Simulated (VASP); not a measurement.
## Ti: single point with PBE

Ti:

```xyz
1
Lattice="-1.6435 1.6435 1.6435 1.6435 -1.6435 1.6435 1.6435 1.6435 -1.6435" Properties=species:S:1:pos:R:3 pbc="T T T"
Ti    0.0000    0.0000    0.0000
```

This isn't the form of Ti at room conditions, which is hcp.

```
Program             : VASP 6.6.1
Task                : single point
Functional          : PBE
Potentials or basis : VASP PAW PBE potentials, release 64 (Ti_sv)
Cutoff              : 520 eV
k mesh              : 20 × 20 × 20
Occupations         : fermi-dirac, width 0.15 eV
Spin                : no spin polarisation
```

| Property | Result |
| --- | --- |
| Pressure | -2.2 GPa |
| Band gap on the k mesh | zero (bands 6 and 7 overlap by 1.61 eV) |

Levels at points of the mesh, in eV from the Fermi level:
| k point | band 2 | band 3 | band 4 | band 5 | band 6 | band 7 | band 8 | band 9 | band 10 | band 11 |
| --- | --- | --- | --- | --- | --- | --- | --- | --- | --- | --- |
| (0.00, 0.00, 0.00) | -32.46 | -32.46 | -32.46 | -5.91 | 0.96 | 0.96 | 0.96 | 2.67 | 2.67 | 17.24 |
| (0.50, 0.00, 0.00) | -33.08 | -32.66 | -32.46 | -2.40 | -0.38 | 1.07 | 2.66 | 3.00 | 4.14 | 8.52 |
| (0.50, 0.50, 0.50) | -32.89 | -32.89 | -32.89 | -2.03 | -2.03 | 3.81 | 3.81 | 3.81 | 8.19 | 8.19 |

It took 91 s on 1 thread of Intel(R) Xeon(R) Platinum 8375C CPU @ 2.90GHz (Ice Lake), on a shared host, peak memory 0.17 GiB.
